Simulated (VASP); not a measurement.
# Ir (P3_121) in VASP: notebook

Runs on Ir. Level: PBEsol. Tasks: single point, relaxation of cell and atoms.

Everything below comes from runs of VASP 6.6.1. Logs are shortened: lines on timing, memory, paths and dates and some standing lists are left out, and cuts for length are marked.

## (1) The cell of the first run

The structure is trigonal, space group P3_121 (No. 152). The conventional cell has a = 3.546 Å, b = 3.546 Å, c = 4.023 Å, α = 90.00°, β = 90.00°, γ = 120.00°. Within 2.6 Å of Ir (site symmetry 2) lie 2 Ir at 1.93 Å.

## (2) Single point, PBEsol

Contents of INCAR:

```
PREC = Accurate
ENCUT = 520
EDIFF = 1E-6
ISMEAR = 0
SIGMA = 0.1
LREAL = F
LASPH = T
NELM = 80
ALGO = Fast
ISIF = 2
LWAVE = F
LCHARG = F
GGA = PS
NBANDS = 20
```

Contents of KPOINTS:

```
Automatic mesh
0
Gamma
  6 6 4
```

Contents of POSCAR:

```
Ir
1.0
    3.5455382034      0.0000000000      0.0000000000
   -1.7727691017      3.0705261543      0.0000000000
    0.0000000000      0.0000000000      4.0225317782
Ir
3
Direct
    0.2254000000      0.0000000000      0.3333333333
    0.0000000000      0.2254000000      0.6666666667
    0.7746000000      0.7746000000      0.0000000000
```

Potentials or basis: VASP PAW PBE potentials, release 64 (Ir).

Command:

```console
$ cat potpaw_PBE.64/Ir/POTCAR > POTCAR
$ mpirun -np 1 vasp_std > vasp.out
```

OUTCAR:

```text
PREC = Accurate
   ENCUT = 520
   EDIFF = 1E-6
   ISMEAR = 0
   LREAL = F
   LASPH = T
   NELM = 80
   ISIF = 2
   GGA = PS

 ion  position               nearest neighbor table
   1  0.225  0.000  0.333-   3 1.93   2 1.93   3 2.79   3 2.79   2 2.79   2 2.79   2 3.02   3 3.02

   2  0.000  0.225  0.667-   3 1.93   1 1.93   3 2.79   3 2.79   1 2.79   1 2.79   1 3.02   3 3.02

   3  0.775  0.775  0.000-   1 1.93   2 1.93   1 2.79   2 2.79   2 2.79   1 2.79   1 3.02   2 3.02

  LATTYP: Found a hexagonal cell.
 ALAT       =     3.5455382034
 C/A-ratio  =     1.1345334749

  Lattice vectors:

 A1 = (   3.5455382034,   0.0000000000,   0.0000000000)
 A2 = (  -1.7727691017,   3.0705261543,   0.0000000000)
 A3 = (   0.0000000000,   0.0000000000,   4.0225317782)

Analysis of symmetry for initial positions (statically):
=====================================================================
 Subroutine PRICEL returns:
 Original cell was already a primitive cell.

 Routine SETGRP: Setting up the symmetry group for a
 hexagonal supercell.

 Subroutine GETGRP returns: Found  6 space group operations
 (whereof  2 operations were pure point group operations)
 out of a pool of 24 trial point group operations.

The static configuration has the point symmetry C_2 .
 The point group associated with its full space group is D_3 .

Analysis of symmetry for dynamics (positions and initial velocities):
=====================================================================
 Subroutine PRICEL returns:
 Original cell was already a primitive cell.

 Routine SETGRP: Setting up the symmetry group for a
 hexagonal supercell.

 Subroutine GETGRP returns: Found  6 space group operations
 (whereof  2 operations were pure point group operations)
 out of a pool of 24 trial point group operations.

The dynamic configuration has the point symmetry C_2 .
 The point group associated with its full space group is D_3 .

 Subroutine INISYM returns: Found  6 space group operations
 (whereof  2 operations are pure point group operations),
 and found     1 'primitive' translations

----------------------------------------------------------------------------------------

                                     Primitive cell

  volume of cell :      43.7920

  direct lattice vectors                    reciprocal lattice vectors
     3.545538203  0.000000000  0.000000000     0.282044627  0.162838541  0.000000000
    -1.772769102  3.070526154  0.000000000     0.000000000  0.325677083  0.000000000
     0.000000000  0.000000000  4.022531778     0.000000000  0.000000000  0.248599652

  length of vectors
     3.545538203  3.545538203  4.022531778     0.325677083  0.325677083  0.248599652

  position of ions in fractional coordinates (direct lattice)
     0.225400000  0.000000000  0.333333333
     0.000000000  0.225400000  0.666666667
     0.774600000  0.774600000  0.000000000

  ion indices of the primitive-cell ions
   primitive index   ion index
                 1           1
                 2           2
                 3           3

----------------------------------------------------------------------------------------

 KPOINTS: Automatic mesh

Automatic generation of k-mesh.
 Grid dimensions read from file:
 generate k-points for:    6    6    4

 Generating k-lattice:

  Cartesian coordinates                     Fractional coordinates (reciprocal lattice)
     0.047007438  0.027139757  0.000000000     0.166666667  0.000000000  0.000000000
     0.000000000  0.054279514  0.000000000     0.000000000  0.166666667  0.000000000
     0.000000000  0.000000000  0.062149913     0.000000000  0.000000000  0.250000000

  Length of vectors
     0.054279514  0.054279514  0.062149913

  Shift w.r.t. Gamma in fractional coordinates (k-lattice)
     0.000000000  0.000000000  0.000000000

 Subroutine IBZKPT returns following result:
 ===========================================

 Found     24 irreducible k-points:

 Following reciprocal coordinates:
            Coordinates               Weight
  0.000000  0.000000  0.000000      1.000000
  0.166667 -0.000000  0.000000      6.000000
  0.333333 -0.000000  0.000000      6.000000
  0.500000 -0.000000  0.000000      3.000000
  0.166667  0.166667  0.000000      6.000000
  0.333333  0.166667  0.000000     12.000000
[... 16 lines left out ...]
  0.333333  0.166667  0.500000     12.000000
  0.333333  0.333333  0.500000      2.000000
   k-points           NKPTS =     24   k-points in BZ     NKDIM =     24   number of bands    NBANDS=     20
   number of dos      NEDOS =    301   number of ions     NIONS =      3
   total plane-waves  NPLWV =  23520
   dimension x,y,z NGX =    28 NGY =   28 NGZ =   30
   dimension x,y,z NGXF=    56 NGYF=   56 NGZF=   60
   ions per type =               3
   NGX,Y,Z   is equivalent  to a cutoff of  13.13, 13.13, 12.40 a.u.
   NGXF,Y,Z  is equivalent  to a cutoff of  26.26, 26.26, 24.80 a.u.
 SYSTEM =  unknown system
   PREC   = accura    normal or accurate (medium, high low for compatibility)
   ISTART =      0    job   : 0-new  1-cont  2-samecut
   ICHARG =      2    charge: 1-file 2-atom 10-const
   ISPIN  =      1    spin polarized calculation?
   LNONCOLLINEAR =      F non collinear calculations
   LSORBIT =      F    spin-orbit coupling
   LASPH  =      T    aspherical Exc in radial PAW
   ENCUT  =  520.0 eV  38.22 Ry    6.18 a.u.   6.59  6.59  7.48*2*pi/ulx,y,z
   NELM   =     80;   NELMIN=  2; NELMDL= -5     # of ELM steps
   EDIFF  = 0.1E-05   stopping-criterion for ELM
   LREAL  =      F    real-space projection
   EDIFFG = 0.1E-04   stopping-criterion for IOM
   NSW    =      0    number of steps for IOM
   IBRION =     -1    ionic relax: 0-MD 1-quasi-New 2-CG
   NFREE  =      0    steps in history (QN), initial steepest desc. (CG)
   ISIF   =      2    stress and relaxation
   ISYM   =      2    0-nonsym 1-usesym 2-fastsym
   POTIM  = 0.5000    time-step for ionic-motion
   TEBEG  =    0.0;   TEEND  =   0.0 temperature during run
   PSTRESS=    0.0 pullay stress
   NELECT =      27.0000    total number of electrons
   NUPDOWN=      -1.0000    fix difference up-down
   EMIN   =  10.00;   EMAX   =-10.00  energy-range for DOS
   EFERMI =   0.00;   METHOD = LEGACY
   ISMEAR =     0;   SIGMA  =   0.10  broadening in eV -4-tet -1-fermi 0-gaus
   EFERMI_NEDOS =   21; number of points for ismear=-14 and -15
   IALGO  =     68    algorithm
   IMIX   =      4    mixing-type and parameters
     AMIX     =   0.40;   BMIX     =  1.00
     AMIX_MAG =   1.60;   BMIX_MAG =  1.00
  volume/ion in A,a.u.               =      14.60        98.51
  Fermi-wavevector in a.u.,A,eV,Ry     =   1.393364  2.633076 26.415213  1.941463
  Thomas-Fermi vector in A             =   2.517017
   LORBIT       =      0    0 simple, 1 ext, 2 COOP (PROOUT), +10 PAW based schemes
   GGA     = PS    functional components
   LHFCALC =     F    Hartree Fock is set to
   AEXX    =    0.0000 exact exchange contribution
   IVDW    =     0    specifies the selected vdW correction
   LEPSILON=     F    determine dielectric tensor
   LRPA    =     F    only Hartree local field effects (RPA)
 non-spin polarized calculation
 RMM-DIIS sequential band-by-band and
 Gauss-broadening in eV      SIGMA  =   0.10
  energy-cutoff  :      520.00
  volume of cell :       43.79
 maximum number of plane-waves:      1203
 NGX is ok and might be reduce to    28
   NGX = 13   NGY = 13   NGZ = 15

 number of electron      27.0000001 magnetization

 Free energy of the ion-electron system (eV)
  ---------------------------------------------------
  ext. energy  EPLUGINS =         0.00000000
  ---------------------------------------------------
  free energy    TOTEN  =       -15.57443553 eV

  energy without entropy =      -15.55830757  energy(sigma->0) =      -15.56637155

 E-fermi :  10.3827     XC(G=0): -13.5757

 val. band max:       10.3813402550   @ k =  -0.1667   0.5000   0.2500
 cond. band min:      10.3832080195   @ k =   0.3333   0.3333   0.0000
 fundamental gap:      0.0018677645
 Fermi energy:        10.3827345858

 k-point     1 :       0.0000    0.0000    0.0000
  band No.  band energies     occupation
      1      -0.5109      2.00000
      2       0.6662      2.00000
      3       0.6662      2.00000
      4       1.5001      2.00000
      5       1.8989      2.00000
      6       1.8989      2.00000
[... 12 lines left out ...]
     19      21.7375      0.00000
     20      21.7377      0.00000

 k-point     2 :       0.1667   -0.0000    0.0000
  band No.  band energies     occupation
      1       0.0827      2.00000
      2       0.6870      2.00000
      3       0.8478      2.00000
      4       1.5028      2.00000
      5       2.0326      2.00000
      6       2.1033      2.00000
[... 12 lines left out ...]
     19      18.1452      0.00000
     20      20.3861      0.00000

 k-point     3 :       0.3333   -0.0000    0.0000
  band No.  band energies     occupation
      1       0.4137      2.00000
      2       1.1544      2.00000
      3       1.4835      2.00000
      4       2.0475      2.00000
      5       2.3739      2.00000
      6       2.7878      2.00000
[... 12 lines left out ...]
     19      17.6656      0.00000
     20      18.8213      0.00000

 k-point     4 :       0.5000   -0.0000    0.0000
  band No.  band energies     occupation
      1       0.2385      2.00000
      2       1.5360      2.00000
      3       1.7822      2.00000
      4       2.4527      2.00000
      5       2.6725      2.00000
      6       3.7120      2.00000
[... 429 lines left out ...]
 k-point    23 :       0.3333    0.1667    0.5000
  band No.  band energies     occupation
      1       1.1650      2.00000
      2       1.4472      2.00000
      3       1.8704      2.00000
      4       2.2239      2.00000
      5       3.1568      2.00000
      6       3.2686      2.00000
[... 12 lines left out ...]
     19      15.4827      0.00000
     20      17.4451      0.00000

 k-point    24 :       0.3333    0.3333    0.5000
  band No.  band energies     occupation
      1       1.2393      2.00000
      2       1.7854      2.00000
      3       2.0822      2.00000
      4       2.0822      2.00000
      5       3.4251      2.00000
      6       3.4251      2.00000
[... 12 lines left out ...]
     19      15.6930      0.00000
     20      15.7119      0.00000

------------------------ aborting loop because EDIFF is reached ----------------------------------------

  FORCE on cell =-STRESS in cart. coord.  units (eV):
  Direction    XX          YY          ZZ          XY          YZ          ZX
  --------------------------------------------------------------------------------------
  -------------------------------------------------------------------------------------
  Total       30.7642175     30.7642175     65.1796801      0.0000000      0.0000000      0.0000000
  in kB     1125.5427658   1125.5427659   2384.6703556      0.0000000      0.0000000      0.0000000
  external PRESSURE =    1545.2519624 kB  Pullay stress =       0.0000000 kB

 VOLUME and BASIS-vectors are now :
 -----------------------------------------------------------------------------
  energy-cutoff  :      520.00
  volume of cell :       43.79
      direct lattice vectors                 reciprocal lattice vectors
     3.545538203  0.000000000  0.000000000     0.282044627  0.162838541  0.000000000
    -1.772769102  3.070526154  0.000000000     0.000000000  0.325677083  0.000000000
     0.000000000  0.000000000  4.022531778     0.000000000  0.000000000  0.248599652

 POSITION                                       TOTAL-FORCE (eV/Angst)
 -----------------------------------------------------------------------------------
      0.79916      0.00000      1.34084        24.413695      0.000000      0.000000
     -0.39958      0.69210      2.68169       -12.206848     21.142880     -0.000000
      1.37319      2.37843      0.00000       -12.206848    -21.142880     -0.000000
 -----------------------------------------------------------------------------------
    total drift:                                0.000000     -0.000000     -0.000000

  FREE ENERGIE OF THE ION-ELECTRON SYSTEM (eV)
  ---------------------------------------------------
  free  energy   TOTEN  =       -15.5744355321 eV

  energy  without entropy=      -15.5583075669  energy(sigma->0) =      -15.56637155
```

Wall time 32 s (1 thread of Intel Xeon 8259CL, shared host); peak memory 0.16 GiB.

Results:

```yaml
Free_energy: -15.5744 eV
Pressure: 154.5 GPa
Largest_force: 24.414 eV/Å
Band_gap_on_the_k_mesh: zero (an odd number of electrons rules out a gap without spin polarisation)
```

Forces in eV/Å, atoms in the order of the input:
```
Ir   24.414   0.000   0.000
Ir  -12.207  21.143   0.000
Ir  -12.207 -21.143   0.000
```

Stress tensor (GPa, compression positive):
```
112.55   0.00   0.00
  0.00 112.55   0.00
  0.00   0.00 238.47
```

Caveat: the k points lie up to 0.39 Å⁻¹ apart, too coarse for converged energies and pressures of a metal; atoms lie so close that the PAW spheres overlap strongly, which falsifies energies and pressures; the PAW data sets were made with another functional, which shifts forces and pressure a little; spin-orbit coupling is left out, which moves the levels of the heavy elements.

## (3) Relaxation of cell and atoms, PBEsol

Contents of INCAR:

```
PREC = Accurate
ENCUT = 600
EDIFF = 1E-6
ISMEAR = 0
SIGMA = 0.1
LREAL = False
LASPH = True
NELM = 60
ALGO = Fast
ISIF = 3
LWAVE = False
LCHARG = False
GGA = PS
IBRION = 2
NSW = 90
EDIFFG = -0.04
```

Contents of KPOINTS:

```
regular mesh
0
Gamma
  6 6 4
```

POSCAR is that of step 2.

Potentials or basis: VASP PAW PBE potentials, release 64 (Ir).

Command:

```console
$ cat potpaw_PBE.64/Ir/POTCAR > POTCAR
$ mpirun -np 1 vasp_std > vasp.out
```

OUTCAR:

```text
PREC = Accurate
   ENCUT = 600
   EDIFF = 1E-6
   ISMEAR = 0
   LREAL = False
   LASPH = True
   NELM = 60
   ISIF = 3
   GGA = PS
   IBRION = 2
   NSW = 90
   EDIFFG = -0.04

 ion  position               nearest neighbor table
   1  0.225  0.000  0.333-   3 1.93   2 1.93   3 2.79   3 2.79   2 2.79   2 2.79   2 3.02   3 3.02

   2  0.000  0.225  0.667-   3 1.93   1 1.93   3 2.79   3 2.79   1 2.79   1 2.79   1 3.02   3 3.02

   3  0.775  0.775  0.000-   1 1.93   2 1.93   1 2.79   2 2.79   2 2.79   1 2.79   1 3.02   2 3.02

  LATTYP: Found a hexagonal cell.
 ALAT       =     3.5455382034
 C/A-ratio  =     1.1345334749

  Lattice vectors:

 A1 = (   3.5455382034,   0.0000000000,   0.0000000000)
 A2 = (  -1.7727691017,   3.0705261543,   0.0000000000)
 A3 = (   0.0000000000,   0.0000000000,   4.0225317782)

[... 1236 lines left out ...]
  in kB      -90.0132602    -90.0132602   -209.6646018      0.0000000      0.0000000      0.0000000
  external PRESSURE =    -129.8970407 kB  Pullay stress =       0.0000000 kB
[... 983 lines left out ...]
      4      -0.4433      2.00000
      5      -0.3824      2.00000
      6      -0.3824      2.00000
[... 9 lines left out ...]
     16       3.9406      0.00000
     17       3.9407      0.00000

[... ionic steps 4 to 17 ...]

--------------------------------------- Ionic step       18  -------------------------------------------

 number of electron      27.0000000 magnetization

------------------------ aborting loop because EDIFF is reached ----------------------------------------
[... 69 lines left out ...]
--------------------------------------- Ionic step       20  -------------------------------------------

 number of electron      27.0000000 magnetization

 Free energy of the ion-electron system (eV)
  ---------------------------------------------------
  ext. energy  EPLUGINS =         0.00000000
  ---------------------------------------------------
  free energy    TOTEN  =       -26.22238290 eV

  energy without entropy =      -26.19999753  energy(sigma->0) =      -26.21119022

 E-fermi :   7.6366     XC(G=0): -13.0999

 val. band max:        7.6288030125   @ k =   0.3333   0.3333   0.5000
 cond. band min:       7.6506855973   @ k =   0.0000   0.0000   0.5000
 fundamental gap:      0.0218825848
 Fermi energy:         7.6366064738
[... 508 lines left out ...]
  FREE ENERGIE OF THE ION-ELECTRON SYSTEM (eV)
  ---------------------------------------------------
  free  energy   TOTEN  =       -26.2223829016 eV

  energy  without entropy=      -26.1999975336  energy(sigma->0) =      -26.21119022

 reached required accuracy - stopping structural energy minimisation
```

CONTCAR:

```text
Ir
   1.00000000000000
     3.6790750446205371    0.0000000000000000    0.0000000000000000
    -1.8395375223102686    3.1861724511457665    0.0000000000000001
    -0.0000000000000000   -0.0000000000000001    4.1925787285438325
  Ir
     3
Direct
     0.3314470604340574    0.0000000000000000    0.3333333332999970
     0.0000000000011781    0.3314470604364138    0.6666666667000030
     0.6685529395647646    0.6685529395635861    0.0000000000000000

  0.00000000E+00  0.00000000E+00  0.00000000E+00
  0.00000000E+00  0.00000000E+00  0.00000000E+00
  0.00000000E+00  0.00000000E+00  0.00000000E+00
```

Run time: 20 min. Hardware: 1 thread of Intel Xeon 8259CL, shared host; peak memory 0.19 GiB.

What came out:

- Free energy: -26.2224 eV
- Relaxed volume: 16.38 Å³/atom
- Relaxed cell: a = 3.679 Å, b = 3.679 Å, c = 4.193 Å, α = 90.00°, β = 90.00°, γ = 120.00°
- Space group after relaxing (to 0.1 Å): R-3m (No. 166)
- Pressure after relaxing: 0.1 GPa
- Largest force after relaxing: 0.028 eV/Å

Forces in eV/Å, atoms in the order of the input:
```
Ir   0.028  0.000  0.000
Ir  -0.014  0.025  0.000
Ir  -0.014 -0.025  0.000
```

Final structure:
```
Ir
1.0
     3.67908    0.00000    0.00000
    -1.83954    3.18617    0.00000
     0.00000    0.00000    4.19258
Ir
3
Direct
  0.33145 0.00000 0.33333
  0.00000 0.33145 0.66667
  0.66855 0.66855 0.00000
```

Levels at points of the mesh, in eV from the Fermi level:
| k point | band 11 | band 12 | band 13 | band 14 | band 15 | band 16 | band 17 |
| --- | --- | --- | --- | --- | --- | --- | --- |
| (0.00, 0.00, 0.00) | -0.12 | -0.12 | -0.08 | 1.35 | 1.52 | 1.52 | 4.03 |
| (0.50, 0.00, 0.00) | -0.92 | -0.70 | -0.06 | -0.05 | 0.33 | 0.35 | 3.63 |
| (0.00, 0.00, 0.50) | -0.09 | -0.01 | 0.01 | 0.01 | 0.03 | 3.82 | 3.82 |
| (0.50, 0.00, 0.50) | -1.40 | -1.27 | -0.93 | -0.31 | -0.30 | 1.49 | 1.52 |

Caveat: the k points lie up to 0.37 Å⁻¹ apart in the final cell; the highest band is partly filled, so the run has too few bands; the PAW data sets were made with another functional, which shifts forces and pressure a little; spin-orbit coupling is left out, which moves the levels of the heavy elements.
